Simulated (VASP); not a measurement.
A run of VASP 6.6.1:

INCAR

```
  PREC = Accurate
  ENCUT = 520
  EDIFF = 1E-6
  ISMEAR = 0
  SIGMA = 0.01
  LREAL = F
  LASPH = T
  NELM = 80
  ALGO = Normal
  ISIF = 2
  LWAVE = F
  LCHARG = F
  GGA = PE
  NBANDS = 16
```

Contents of KPOINTS:

```
Automatic mesh
0
Gamma
  6 6 6
```

File POSCAR:

```
CdSe
1.0
    0.0000000000      3.1106739359      3.1106739359
    3.1106739359      0.0000000000      3.1106739359
    3.1106739359      3.1106739359      0.0000000000
Cd Se
1 1
Direct
    0.0000000000      0.0000000000      0.0000000000
    0.7500000000      0.7500000000      0.7500000000
```

Potentials or basis: VASP PAW PBE potentials, release 64 (Cd, Se).

Run with:

```console
$ cat potpaw_PBE.64/Cd/POTCAR potpaw_PBE.64/Se/POTCAR > POTCAR
$ mpirun -np 1 vasp_std > vasp.out
```

Hardware: 1 thread of AMD EPYC 7R43 64-Core Processor (Zen 3) (shared host).

Task: Estimate the wall time of this run.

Result: Run time: 23 s on 1 thread of AMD EPYC 7R43 64-Core Processor (Zen 3), with other jobs on the host, peak memory 0.16 GiB. Counts: scf iterations 12, k points 16.
